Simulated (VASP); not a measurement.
# Be2ZnTe2Se (Cmmm) in VASP: notebook, part 2 of 2

VASP 6.6.1. The steps go on from the part before.

### 4 Single point, PBE

This run uses another cell than the first one, of 22.49 Å³/atom, 1.107 times its volume.

File INCAR:

```
  PREC = Accurate
  ENCUT = 520
  EDIFF = 1E-6
  ISMEAR = 0
  SIGMA = 0.1
  LREAL = F
  LASPH = T
  NELM = 100
  ALGO = Normal
  ISIF = 2
  LWAVE = F
  LCHARG = T
  GGA = PE
  LELF = T
  LVHAR = T
  NBANDS = 26
```

File KPOINTS:

```
Automatic mesh
0
Gamma
  4 4 6
```

File POSCAR:

```
Be2ZnTe2Se
1.0
    3.0362495055     -6.5320741833      0.0000000000
    3.0362495055      6.5320741833      0.0000000000
    0.0000000000      0.0000000000      3.4024741972
Be Zn Te Se
2 1 2 1
Direct
    0.6202178865      0.3797821135      0.0000000000
    0.3797821135      0.6202178865      0.0000000000
    0.0000000000      0.0000000000      0.0000000000
    0.5000000000      0.0000000000      0.5000000000
    0.0000000000      0.5000000000      0.5000000000
    0.5000000000      0.5000000000      0.5000000000
```

Potentials or basis: VASP PAW PBE potentials, release 64 (Be, Zn, Te, Se).

Run with:

```
> cat potpaw_PBE.64/Be/POTCAR potpaw_PBE.64/Zn/POTCAR potpaw_PBE.64/Te/POTCAR potpaw_PBE.64/Se/POTCAR > POTCAR
> mpirun -np 1 vasp_std > vasp.out
```

OUTCAR:

```text
PREC = Accurate
   ENCUT = 520
   EDIFF = 1E-6
   ISMEAR = 0
   LREAL = F
   LASPH = T
   NELM = 100
   ISIF = 2
   GGA = PE

 ion  position               nearest neighbor table
   1  0.620  0.380  0.000-   6 2.32   6 2.32   4 2.84   4 2.84   5 2.84   5 2.84
   2  0.380  0.620  0.000-   6 2.32   6 2.32   4 2.84   4 2.84   5 2.84   5 2.84
   3  0.000  0.000  0.000-
   4  0.500  0.000  0.500-   1 2.84   2 2.84   1 2.84   2 2.84   5 3.04   5 3.04
   5  0.000  0.500  0.500-   1 2.84   2 2.84   1 2.84   2 2.84   4 3.04   4 3.04
   6  0.500  0.500  0.500-   1 2.32   2 2.32   1 2.32   2 2.32

  LATTYP: Found a base centered orthorhombic cell.
 ALAT       =     6.0724990110
 B/A-ratio  =     2.1513627821
 C/A-ratio  =     0.5603087281

  Lattice vectors:

 A1 = (   3.0362495055,  -6.5320741833,   0.0000000000)
 A2 = (   3.0362495055,   6.5320741833,   0.0000000000)
 A3 = (   0.0000000000,   0.0000000000,   3.4024741972)

Analysis of symmetry for initial positions (statically):
=====================================================================
 Subroutine PRICEL returns:
 Original cell was already a primitive cell.

 Routine SETGRP: Setting up the symmetry group for a
 base centered orthorhombic supercell.

 Subroutine GETGRP returns: Found  8 space group operations
 (whereof  8 operations were pure point group operations)
 out of a pool of  8 trial point group operations.

The static configuration has the point symmetry D_2h.

Analysis of symmetry for dynamics (positions and initial velocities):
=====================================================================
 Subroutine PRICEL returns:
 Original cell was already a primitive cell.

 Routine SETGRP: Setting up the symmetry group for a
 base centered orthorhombic supercell.

 Subroutine GETGRP returns: Found  8 space group operations
 (whereof  8 operations were pure point group operations)
 out of a pool of  8 trial point group operations.

The dynamic configuration has the point symmetry D_2h.

 Subroutine INISYM returns: Found  8 space group operations
 (whereof  8 operations are pure point group operations),
[... 128 lines left out ...]
   LORBIT       =      0    0 simple, 1 ext, 2 COOP (PROOUT), +10 PAW based schemes
   GGA     = PE    functional components
   LHFCALC =     F    Hartree Fock is set to
   AEXX    =    0.0000 exact exchange contribution
   IVDW    =     0    specifies the selected vdW correction
   LEPSILON=     F    determine dielectric tensor
   LRPA    =     F    only Hartree local field effects (RPA)
 non-spin polarized calculation
 Gauss-broadening in eV      SIGMA  =   0.10
  energy-cutoff  :      520.00
  volume of cell :      134.96
 maximum number of plane-waves:      3664
 NGX is ok and might be reduce to    54
   NGX = 27   NGY = 27   NGZ = 13

 number of electron      33.9999989 magnetization

 Free energy of the ion-electron system (eV)
  ---------------------------------------------------
  ext. energy  EPLUGINS =         0.00000000
  ---------------------------------------------------
  free energy    TOTEN  =       -16.60254974 eV

  energy without entropy =      -16.58255523  energy(sigma->0) =      -16.59255248

 E-fermi :   4.5912     XC(G=0):  -9.3777

 val. band max:        4.5815005301   @ k =  -0.2500   0.2500   0.5000
 cond. band min:       4.5991813731   @ k =   0.5000   0.0000   0.1667
 fundamental gap:      0.0176808429
 Fermi energy:         4.5912041077

 k-point     1 :       0.0000    0.0000    0.0000
  band No.  band energies     occupation
      1      -9.5389      2.00000
      2      -8.2767      2.00000
      3      -6.0088      2.00000
      4      -2.8296      2.00000
      5      -1.3342      2.00000
      6      -1.2484      2.00000
[... 685 lines left out ...]
     25       9.3770      0.00000
     26       9.4541      0.00000

 [... further k-points ...]

------------------------ aborting loop because EDIFF is reached ----------------------------------------

  FORCE on cell =-STRESS in cart. coord.  units (eV):
  Direction    XX          YY          ZZ          XY          YZ          ZX
  --------------------------------------------------------------------------------------
  -------------------------------------------------------------------------------------
  Total       -0.0834378     -0.0496080      0.0717765     -0.0000000      0.0000000      0.0000000
  in kB       -0.9905123     -0.5889101      0.8520778     -0.0000000      0.0000000      0.0000000
  external PRESSURE =      -0.2424482 kB  Pullay stress =       0.0000000 kB

 VOLUME and BASIS-vectors are now :
 -----------------------------------------------------------------------------
  energy-cutoff  :      520.00
  volume of cell :      134.96
      direct lattice vectors                 reciprocal lattice vectors
     3.036249505 -6.532074183  0.000000000     0.164676849 -0.076545365  0.000000000
     3.036249505  6.532074183  0.000000000     0.164676849  0.076545365  0.000000000
     0.000000000  0.000000000  3.402474197     0.000000000  0.000000000  0.293903772

 POSITION                                       TOTAL-FORCE (eV/Angst)
 -----------------------------------------------------------------------------------
      3.03625     -1.57054      0.00000         0.000000     -0.023433     -0.000000
      3.03625      1.57054      0.00000         0.000000      0.023433      0.000000
      0.00000      0.00000      0.00000         0.000000     -0.000000      0.000000
      1.51812     -3.26604      1.70124         0.000000     -0.000000      0.000000
      1.51812      3.26604      1.70124         0.000000     -0.000000      0.000000
      3.03625      0.00000      1.70124         0.000000     -0.000000      0.000000
 -----------------------------------------------------------------------------------
    total drift:                                0.000000      0.000000      0.000000

  FREE ENERGIE OF THE ION-ELECTRON SYSTEM (eV)
  ---------------------------------------------------
  free  energy   TOTEN  =       -16.6025497382 eV

  energy  without entropy=      -16.5825552256  energy(sigma->0) =      -16.59255248
```

OSZICAR:

```text
N       E                     dE             d eps       ncg     rms          rms(c)
DAV:   1     0.182613214833E+03    0.18261E+03   -0.13913E+04  1456   0.120E+03
DAV:   2     0.138218497915E+01   -0.18123E+03   -0.16987E+03  1636   0.249E+02
DAV:   3    -0.164001291201E+02   -0.17782E+02   -0.17402E+02  1860   0.790E+01
DAV:   4    -0.168771211001E+02   -0.47699E+00   -0.47500E+00  1748   0.128E+01
DAV:   5    -0.168867703749E+02   -0.96493E-02   -0.96454E-02  1962   0.188E+00    0.102E+01
DAV:   6    -0.166028374460E+02    0.28393E+00   -0.58012E-01  2012   0.798E+00    0.650E+00
DAV:   7    -0.166109966036E+02   -0.81592E-02   -0.33339E-01  1740   0.329E+00    0.186E+00
DAV:   8    -0.166039829304E+02    0.70137E-02   -0.64573E-02  1706   0.195E+00    0.509E-01
DAV:   9    -0.166026554680E+02    0.13275E-02   -0.11134E-02  1706   0.931E-01    0.230E-01
DAV:  10    -0.166025930068E+02    0.62461E-04   -0.11923E-03  1754   0.206E-01    0.133E-01
DAV:  11    -0.166025543215E+02    0.38685E-04   -0.25785E-04  1624   0.988E-02    0.708E-02
DAV:  12    -0.166025504160E+02    0.39055E-05   -0.52412E-05  1742   0.396E-02    0.107E-02
DAV:  13    -0.166025497382E+02    0.67784E-06   -0.27667E-06  1596   0.148E-02
   1 F= -.16602550E+02 E0= -.16592552E+02  d E =-.199945E-01
```

Run time: 83 s. Hardware: 1 thread of Intel Xeon Platinum 8488C (Sapphire Rapids), shared host; peak memory 0.35 GiB.

Results:

| Property | Result |
| --- | --- |
| Free energy | -16.6025 eV |
| Pressure | 0.0 GPa |
| Largest force | 0.023 eV/Å |
| Band gap on the k mesh | zero (band 17 reaches 6.18 eV, above the bottom of band 18 at 3.96 eV) |

Forces in eV/Å, atoms in the order of the input:
```
Be   0.000 -0.023  0.000
Be   0.000  0.023  0.000
Zn   0.000  0.000  0.000
Te   0.000  0.000  0.000
Te   0.000  0.000  0.000
Se   0.000  0.000  0.000
```

Caveat: spin-orbit coupling is left out, which moves the levels of the heavy elements.

### 5 Summary

| cell | k mesh | gap on the mesh (eV) | pressure (GPa) | largest force (eV/Å) |
| --- | --- | --- | --- | --- |
| a = 5.501, b = 5.501, c = 4.563 Å, angles 90.0, 90.0, 118.0°, 6 atoms | 4 × 4 × 4 | none | 7.8 | 0.31 |
| a = 7.206, b = 7.206, c = 3.227 Å, angles 90.0, 90.0, 125.8°, 6 atoms | 4 × 4 × 4 | none | 0.2 | 0.02 |
| a = 7.203, b = 7.203, c = 3.402 Å, angles 90.0, 90.0, 130.1°, 6 atoms | 4 × 4 × 6 | none | 0.0 | 0.02 |

Alike in all rows: task single point; level PBE; potentials or basis VASP PAW PBE potentials, release 64 (Be, Zn, Te, Se); no spin polarisation; cutoff (eV) 520; smearing gaussian 0.1 eV.

Caveats: some runs use coarse meshes; spin-orbit coupling is left out, which moves the levels of the heavy elements.

Total energies depend on the potentials used, so only differences within one code and one set of settings carry meaning.
